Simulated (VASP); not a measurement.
## Cu: single point with PBEsol

The system is Cu.

```
CELL_PARAMETERS angstrom
0.00000 1.75327 1.78039
1.75327 0.00000 1.78039
1.75327 1.75327 0.00000
ATOMIC_POSITIONS crystal
Cu 0.00000 0.00000 0.00000
```

This cell differs from its parent crystal: strain -0.030 along x and y, -0.015 along z.

```yaml
Program: VASP 6.6.1
Task: single point
Functional: PBEsol
Potentials_or_basis: VASP PAW PBE potentials, release 64 (Cu)
Cutoff: 520 eV
k_mesh: 22 × 22 × 22
Occupations: gaussian, width 0.15 eV
Spin: no spin polarisation
Dipole_correction: no
Further_INCAR_settings: ALGO = Fast; EDIFF = 1e-06; NBANDS = 12
```

| Item | Value |
| --- | --- |
| Pressure | 6.8 GPa |

Stress tensor (GPa, compression positive):
```
7.19 0.00 0.00
0.00 7.19 0.00
0.00 0.00 6.02
```

Levels at points of the mesh, in eV from the Fermi level:
```
           k point  band 3  band 4  band 5  band 6  band 7  band 8  band 9  band 10
(0.00, 0.00, 0.00)   -3.25   -3.25   -2.38   -2.30   23.19   26.33   26.43    26.43
(0.50, 0.00, 0.00)   -3.27   -1.72   -1.68   -1.27    4.13   21.57   23.03    23.48
(0.50, 0.50, 0.00)   -1.71   -1.55   -1.55    1.16    7.36   13.88   13.88    18.56
(0.50, 0.00, 0.50)   -1.72   -1.57   -1.51    1.51    7.78   13.49   13.51    18.24
```

It took 66 s on 1 thread of Intel Xeon 6975P-C, with other jobs on the host, peak memory 0.22 GiB.

Caveat: the cell differs from its parent crystal (strain -0.030 along x and y, -0.015 along z); the PAW data sets were made with another functional, which shifts forces and pressure a little.
